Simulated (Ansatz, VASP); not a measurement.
One calculation of AlAs5, two programs

File INCAR:

```
SYSTEM = AlAs5
  ALGO = Normal
  EDIFF = 1E-6
  EDIFFG = -0.01
  ENCUT = 600
  GGA = PE
  IBRION = 2
  ISIF = 3
  ISMEAR = 0
  LASPH = .True.
  LCHARG = .False.
  LREAL = .False.
  LWAVE = .False.
  NELM = 80
  NSW = 100
  PREC = Accurate
  SIGMA = 0.1
```

Contents of KPOINTS:

```
k-points
0
Gamma
  8 8 8
  0 0 0
```

File POSCAR:

```
AlAs5
1.0
    0.0000000000      3.9898975000      3.9898975000
    3.9898975000      0.0000000000      3.9898975000
    3.9898975000      3.9898975000      0.0000000000
Al As
1 5
Direct
    0.0000000000      0.0000000000      0.0000000000
    0.2500000000      0.2500000000      0.2500000000
    0.1277616000      0.6240794700      0.6240794700
    0.6240794700      0.6240794700      0.6240794700
    0.6240794700      0.6240794700      0.1277616000
    0.6240794700      0.1277616000      0.6240794700
```

Input for Ansatz:

```yaml
crystal:
  lattice:
    - [0.0, 3.9898975, 3.9898975]
    - [3.9898975, 0.0, 3.9898975]
    - [3.9898975, 3.9898975, 0.0]
  atoms:
    - { symbol: Al, position: [0.0, 0.0, 0.0] }
    - { symbol: As, position: [0.25, 0.25, 0.25] }
    - { symbol: As, position: [0.1277616, 0.62407947, 0.62407947] }
    - { symbol: As, position: [0.62407947, 0.62407947, 0.62407947] }
    - { symbol: As, position: [0.62407947, 0.62407947, 0.1277616] }
    - { symbol: As, position: [0.62407947, 0.1277616, 0.62407947] }
basis:
  ecutwfc: 420
kpoints:
  mp_grid: { grid: [8, 8, 8] }
hamiltonian:
  xc: pbe
scf:
  occupations: { method: gaussian, width: 0.1 }
output:
  forces: true
  stress: true
  eigenvalues: true
relax:
  adjacent_minimum: "off"
  f_tol: 0.01
  max_steps: 80
  cell: { stress_tol: 0.05 }
```

Change from the starting cell: species swapped into the TmCu5 type (F-43m, No. 216).

Alike in both runs: task relaxation of cell and atoms; functional PBE; k mesh 8 × 8 × 8; occupations gaussian, width 0.1 eV; no spin polarisation.

|  | VASP | Ansatz |
| --- | --- | --- |
| version | VASP 6.6.1 | Ansatz 0.2.0 |
| potentials or method | VASP PAW PBE potentials, release 64 (Al, As), cutoff 600 eV | scalar-relativistic, plane waves, PAW |
| valence electrons in the cell | 28 | 78 |

```csv
,VASP,Ansatz,Ansatz less VASP
"gap on the k mesh at the Fermi level, each at its own relaxed structure (eV)",none,none,-
relaxed volume (Å³/atom),20.33,20.30,-0.035
relaxed cell length with the largest relative difference (Å),5.567,5.564,-0.0032
```

A gap of «none» marks a metal or a gap that the smearing closes. VASP's potentials hold 28 valence electrons a cell and Ansatz's 78, so a difference there can come from the potentials and not from the codes.
